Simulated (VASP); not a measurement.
Wanted: the native input for a VASP 6.6.1 run.

- Task: single point
- Functional: r2SCAN
- Potentials or basis: VASP PAW PBE potentials, release 64 (Zr_sv, N)
- Cutoff: 520 eV
- k mesh: 8 × 8 × 12
- Occupations: gaussian, width 0.1 eV
- Spin: no spin polarisation
- Dipole correction: no
- Further INCAR settings: ALGO = Normal; EDIFF = 1e-07; NBANDS = 38

The system is Zr2N.

```xyz
6
Lattice="5.2004 0.0000 0.0000 0.0000 5.2004 0.0000 0.0000 0.0000 3.3797" Properties=species:S:1:pos:R:3 pbc="T T T"
Zr    1.5372    1.5372    0.0000
Zr    3.6631    3.6631    0.0000
Zr    4.1374    1.0629    1.6898
Zr    1.0629    4.1374    1.6898
N     0.0000    0.0000    0.0000
N     2.6002    2.6002    1.6898
```

This cell differs from its parent crystal: biaxial strain in the a-b plane: -4.0 %.

The input as run:

POSCAR

```
Zr2N
1.0
    5.2003703569      0.0000000000      0.0000000000
    0.0000000000      5.2003703569      0.0000000000
    0.0000000000      0.0000000000      3.3796551465
Zr N
4 2
Direct
    0.2956036012      0.2956036012      0.0000000000
    0.7043963988      0.7043963988      0.0000000000
    0.7956036012      0.2043963988      0.5000000000
    0.2043963988      0.7956036012      0.5000000000
    0.0000000000      0.0000000000      0.0000000000
    0.5000000000      0.5000000000      0.5000000000
```

INCAR.step1

```
  ALGO = Normal
  EDIFF = 1E-4
  ENCUT = 520
  GGA = PE
  ISMEAR = 0
  LASPH = T
  LCHARG = F
  LREAL = F
  LWAVE = T
  NBANDS = 38
  NELM = 80
  PREC = Accurate
  SIGMA = 0.1
```

INCAR.step2

```
  ALGO = Normal
  EDIFF = 1E-7
  ENCUT = 520
  ISIF = 2
  ISMEAR = 0
  ISTART = 1
  LASPH = T
  LCHARG = F
  LMIXTAU = T
  LREAL = F
  LWAVE = F
  METAGGA = R2SCAN
  NBANDS = 38
  NELM = 80
  PREC = Accurate
  SIGMA = 0.1
```

KPOINTS

```
k-points
0
Gamma
  8 8 12
```

Potentials or basis: VASP PAW PBE potentials, release 64 (Zr_sv, N).

Command:

```console
$ cat potpaw_PBE.64/Zr_sv/POTCAR potpaw_PBE.64/N/POTCAR > POTCAR
$ cp INCAR.step1 INCAR
$ mpirun -np 1 vasp_std > vasp.out
$ cp INCAR.step2 INCAR
$ mpirun -np 1 vasp_std > vasp.out
```

Results of the run:

The pressure is 12.0 GPa and the largest force is 0.056 eV/Å. The band gap on the k mesh is zero (band 29 reaches 11.74 eV, above the bottom of band 30 at 9.35 eV).

Caveat: the cell differs from its parent crystal (biaxial strain in the a-b plane: -4.0 %); the PAW data sets were made with another functional, which shifts forces and pressure a little.

Wall time 7.5 min on 1 thread of Intel(R) Xeon(R) 6975P-C (Granite Rapids), on a shared host, peak memory 0.41 GiB.
